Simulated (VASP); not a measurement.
# Rh (Fm-3m) in VASP: a series of runs, part 2 of 2

VASP 6.6.1. Earlier steps stand in the parts before.

## (3) Single point, PBE

This run uses another cell than the first one, of 13.75 Å³/atom, 0.962 times its volume.

Input file INCAR:

```
SYSTEM = Rh
ALGO     = Normal         ! electronic algorithm
EDIFF    = 1E-6           ! SCF threshold, eV
ENCUT    = 520            ! plane-wave cutoff, eV
GGA      = PE             ! functional
ISIF     = 2              ! what is computed and relaxed
ISMEAR   = -1             ! smearing method
LASPH    = .TRUE.         ! aspherical terms in the spheres
LCHARG   = .FALSE.        ! write CHGCAR
LREAL    = .FALSE.        ! projectors in reciprocal space
LWAVE    = .FALSE.        ! write WAVECAR
NBANDS   = 14             ! bands
NELM     = 100            ! most SCF steps
PREC     = Accurate       ! precision mode
SIGMA    = 0.08           ! smearing width, eV
```

Input file KPOINTS:

```
k-points
0
G
  5 5 5
  0 0 0
```

Input file POSCAR:

```
Rh
1.0
    0.0000000000      1.9015500000      1.9015500000
    1.9015500000      0.0000000000      1.9015500000
    1.9015500000      1.9015500000      0.0000000000
Rh
1
Direct
    0.0000000000      0.0000000000      0.0000000000
```

Potentials or basis: VASP PAW PBE potentials, release 64 (Rh_pv).

Launch:

```sh
$ cat potpaw_PBE.64/Rh_pv/POTCAR > POTCAR
$ mpirun -np 1 vasp_std > vasp.out
```

OUTCAR:

```text
SYSTEM = Rh
   EDIFF = 1E-6
   ENCUT = 520
   GGA = PE
   ISIF = 2
   ISMEAR = -1
   LASPH = .TRUE.
   LREAL = .FALSE.
   NELM = 100
   PREC = Accurate

 ion  position               nearest neighbor table
   1  0.000  0.000  0.000-

  LATTYP: Found a face centered cubic cell.
 ALAT       =     3.8031000000

  Lattice vectors:

 A1 = (   0.0000000000,   1.9015500000,   1.9015500000)
 A2 = (   1.9015500000,   0.0000000000,   1.9015500000)
 A3 = (   1.9015500000,   1.9015500000,   0.0000000000)

Analysis of symmetry for initial positions (statically):
=====================================================================
 Subroutine PRICEL returns:
 Original cell was already a primitive cell.

 Routine SETGRP: Setting up the symmetry group for a
 face centered cubic supercell.

 Subroutine GETGRP returns: Found 48 space group operations
 (whereof 48 operations were pure point group operations)
 out of a pool of 48 trial point group operations.

The static configuration has the point symmetry O_h .

Analysis of symmetry for dynamics (positions and initial velocities):
=====================================================================
 Subroutine PRICEL returns:
 Original cell was already a primitive cell.

 Routine SETGRP: Setting up the symmetry group for a
 face centered cubic supercell.

 Subroutine GETGRP returns: Found 48 space group operations
 (whereof 48 operations were pure point group operations)
 out of a pool of 48 trial point group operations.

The dynamic configuration has the point symmetry O_h .

 Subroutine INISYM returns: Found 48 space group operations
 (whereof 48 operations are pure point group operations),
 and found     1 'primitive' translations

----------------------------------------------------------------------------------------

                                     Primitive cell

  volume of cell :      13.7516

  direct lattice vectors                    reciprocal lattice vectors
     0.000000000  1.901550000  1.901550000    -0.262943388  0.262943388  0.262943388
     1.901550000  0.000000000  1.901550000     0.262943388 -0.262943388  0.262943388
     1.901550000  1.901550000  0.000000000     0.262943388  0.262943388 -0.262943388

  length of vectors
     2.689197800  2.689197800  2.689197800     0.455431308  0.455431308  0.455431308

  position of ions in fractional coordinates (direct lattice)
     0.000000000  0.000000000  0.000000000

  ion indices of the primitive-cell ions
   primitive index   ion index
                 1           1

----------------------------------------------------------------------------------------

 KPOINTS: k-points

Automatic generation of k-mesh.
 Grid dimensions read from file:
 generate k-points for:    5    5    5

 Generating k-lattice:

  Cartesian coordinates                     Fractional coordinates (reciprocal lattice)
    -0.052588678  0.052588678  0.052588678     0.200000000  0.000000000  0.000000000
     0.052588678 -0.052588678  0.052588678     0.000000000  0.200000000  0.000000000
     0.052588678  0.052588678 -0.052588678     0.000000000  0.000000000  0.200000000

  Length of vectors
     0.091086262  0.091086262  0.091086262

  Shift w.r.t. Gamma in fractional coordinates (k-lattice)
     0.000000000  0.000000000  0.000000000

 Subroutine IBZKPT returns following result:
 ===========================================

 Found     10 irreducible k-points:

 Following reciprocal coordinates:
            Coordinates               Weight
  0.000000  0.000000  0.000000      1.000000
  0.200000  0.000000  0.000000      8.000000
  0.400000  0.000000  0.000000      8.000000
  0.200000  0.200000  0.000000      6.000000
  0.400000  0.200000  0.000000     24.000000
 -0.400000  0.200000  0.000000     24.000000
 -0.200000  0.200000  0.000000     12.000000
  0.400000  0.400000  0.000000      6.000000
 -0.400000  0.400000  0.000000     12.000000
 -0.400000  0.400000  0.200000     24.000000
   k-points           NKPTS =     10   k-points in BZ     NKDIM =     10   number of bands    NBANDS=     14
   number of dos      NEDOS =    301   number of ions     NIONS =      1
   total plane-waves  NPLWV =   8000
   dimension x,y,z NGX =    20 NGY =   20 NGZ =   20
   dimension x,y,z NGXF=    40 NGYF=   40 NGZF=   40
   ions per type =               1
   NGX,Y,Z   is equivalent  to a cutoff of  12.36, 12.36, 12.36 a.u.
   NGXF,Y,Z  is equivalent  to a cutoff of  24.73, 24.73, 24.73 a.u.
 SYSTEM =  Rh
   PREC   = accura    normal or accurate (medium, high low for compatibility)
   ISTART =      0    job   : 0-new  1-cont  2-samecut
   ICHARG =      2    charge: 1-file 2-atom 10-const
   ISPIN  =      1    spin polarized calculation?
   LNONCOLLINEAR =      F non collinear calculations
   LSORBIT =      F    spin-orbit coupling
   LASPH  =      T    aspherical Exc in radial PAW
   ENCUT  =  520.0 eV  38.22 Ry    6.18 a.u.   5.00  5.00  5.00*2*pi/ulx,y,z
   NELM   =    100;   NELMIN=  2; NELMDL= -5     # of ELM steps
   EDIFF  = 0.1E-05   stopping-criterion for ELM
   LREAL  =      F    real-space projection
   EDIFFG = 0.1E-04   stopping-criterion for IOM
   NSW    =      0    number of steps for IOM
   IBRION =     -1    ionic relax: 0-MD 1-quasi-New 2-CG
   NFREE  =      0    steps in history (QN), initial steepest desc. (CG)
   ISIF   =      2    stress and relaxation
   ISYM   =      2    0-nonsym 1-usesym 2-fastsym
   POTIM  = 0.5000    time-step for ionic-motion
   TEBEG  =    0.0;   TEEND  =   0.0 temperature during run
   PSTRESS=    0.0 pullay stress
   NELECT =      15.0000    total number of electrons
   NUPDOWN=      -1.0000    fix difference up-down
   EMIN   =  10.00;   EMAX   =-10.00  energy-range for DOS
   EFERMI =   0.00;   METHOD = LEGACY
   ISMEAR =    -1;   SIGMA  =   0.08  broadening in eV -4-tet -1-fermi 0-gaus
   EFERMI_NEDOS =   21; number of points for ismear=-14 and -15
   IALGO  =     38    algorithm
   IMIX   =      4    mixing-type and parameters
     AMIX     =   0.40;   BMIX     =  1.00
     AMIX_MAG =   1.60;   BMIX_MAG =  1.00
  volume/ion in A,a.u.               =      13.75        92.80
  Fermi-wavevector in a.u.,A,eV,Ry     =   1.685211  3.184586 38.639656  2.839935
  Thomas-Fermi vector in A             =   2.768095
   LORBIT       =      0    0 simple, 1 ext, 2 COOP (PROOUT), +10 PAW based schemes
   GGA     = PE    functional components
   LHFCALC =     F    Hartree Fock is set to
   AEXX    =    0.0000 exact exchange contribution
   IVDW    =     0    specifies the selected vdW correction
   LEPSILON=     F    determine dielectric tensor
   LRPA    =     F    only Hartree local field effects (RPA)
 non-spin polarized calculation
  energy-cutoff  :      520.00
  volume of cell :       13.75
 maximum number of plane-waves:       377
   NGX =  9   NGY =  9   NGZ =  9

 number of electron      15.0000007 magnetization

 Free energy of the ion-electron system (eV)
  ---------------------------------------------------
  ext. energy  EPLUGINS =         0.00000000
  ---------------------------------------------------
  free energy    TOTEN  =        -7.13368055 eV

  energy without entropy =       -7.07393339  energy(sigma->0) =       -7.10380697

 E-fermi :  12.1574     XC(G=0): -14.0271

 val. band max:       12.0699499544   @ k =  -0.4000   0.2000   0.0000
 cond. band min:      12.1648536338   @ k =   0.4000   0.0000   0.0000
 fundamental gap:      0.0949036794
 Fermi energy:        12.1574069825

 k-point     1 :       0.0000    0.0000    0.0000
  band No.  band energies     occupation
      1     -34.4426      2.00000
      2     -34.4426      2.00000
      3     -34.4426      2.00000
      4       3.9420      2.00000
      5       8.8393      2.00000
      6       8.8393      2.00000
      7       8.8393      2.00000
      8      10.9376      2.00000
      9      10.9376      2.00000
     10      27.8783      0.00000
     11      32.5134      0.00000
     12      33.3605      0.00000
     13      33.3605      0.00000
     14      33.3605      0.00000
[... 137 lines left out ...]
 k-point    10 :      -0.4000    0.4000    0.2000
  band No.  band energies     occupation
      1     -34.9978      2.00000
      2     -34.8290      2.00000
      3     -34.6660      2.00000
      4       7.0752      2.00000
      5       7.4653      2.00000
      6       8.5683      2.00000
      7      10.9972      2.00000
      8      12.3027      0.27965
      9      17.7401      0.00000
     10      23.7939      0.00000
     11      24.1524      0.00000
     12      26.8594      0.00000
     13      32.5145      0.00000
     14      36.5725      0.00000

------------------------ aborting loop because EDIFF is reached ----------------------------------------

  FORCE on cell =-STRESS in cart. coord.  units (eV):
  Direction    XX          YY          ZZ          XY          YZ          ZX
  --------------------------------------------------------------------------------------
  -------------------------------------------------------------------------------------
  Total        0.7690468      0.7690468      0.7690468     -0.0000000      0.0000000     -0.0000000
  in kB       89.6004333     89.6004333     89.6004333     -0.0000000      0.0000000     -0.0000000
  external PRESSURE =      89.6004333 kB  Pullay stress =       0.0000000 kB

 VOLUME and BASIS-vectors are now :
 -----------------------------------------------------------------------------
  energy-cutoff  :      520.00
  volume of cell :       13.75
      direct lattice vectors                 reciprocal lattice vectors
     0.000000000  1.901550000  1.901550000    -0.262943388  0.262943388  0.262943388
     1.901550000  0.000000000  1.901550000     0.262943388 -0.262943388  0.262943388
     1.901550000  1.901550000  0.000000000     0.262943388  0.262943388 -0.262943388

 POSITION                                       TOTAL-FORCE (eV/Angst)
 -----------------------------------------------------------------------------------
      0.00000      0.00000      0.00000         0.000000      0.000000     -0.000000
 -----------------------------------------------------------------------------------
    total drift:                                0.000000      0.000000      0.000000

  FREE ENERGIE OF THE ION-ELECTRON SYSTEM (eV)
  ---------------------------------------------------
  free  energy   TOTEN  =        -7.1336805464 eV

  energy  without entropy=       -7.0739333866  energy(sigma->0) =       -7.10380697
```

It took 5.3 s on 1 thread of Intel Xeon 8259CL, shared host; peak memory 0.12 GiB.

What came out:

* Free energy: -7.1337 eV
* Pressure: 9.0 GPa

Caveat: the k points lie up to 0.57 Å⁻¹ apart.
